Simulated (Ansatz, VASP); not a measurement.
P in VASP and in Ansatz

```
CELL_PARAMETERS angstrom
1.60556 -5.47344 0.00000
1.60556 5.47344 0.00000
0.00000 0.00000 4.62614
ATOMIC_POSITIONS crystal
P 0.09407 0.90593 0.91372
P 0.59407 0.40593 0.58628
P 0.90593 0.09407 0.08628
P 0.40593 0.59407 0.41372
```

Change from the starting cell: strain -0.030 along x and y, +0.015 along z, atoms carried along.

Alike in both runs: task single point; functional PBE; k mesh 10 × 10 × 8; occupations gaussian, width 0.03 eV; no spin polarisation.

|  | VASP | Ansatz |
| --- | --- | --- |
| version | VASP 6.6.1 | Ansatz 0.2.0 |
| potentials or method | VASP PAW PBE potentials, release 64 (P), cutoff 520 eV | scalar-relativistic, plane waves, PAW |
| valence electrons in the cell | 20 | 20 |

VASP gave:

* gap on the k mesh at the Fermi level (eV): 0.22
* least direct gap on the mesh (eV): 0.32
* pressure (GPa): 3.3
* traceless stress, the component that is largest in VASP (GPa): -3.19
* rms of the force components (eV/Å): 0.299

Which values does Ansatz return?

gap on the k mesh at the Fermi level (eV): 0.19; least direct gap on the mesh (eV): 0.30; pressure (GPa): 3.7; traceless stress, the component that is largest in VASP (GPa): -3.15; rms of the force components (eV/Å): 0.314.

Atom by atom the forces differ by 0.033 eV/Å (rms over components).
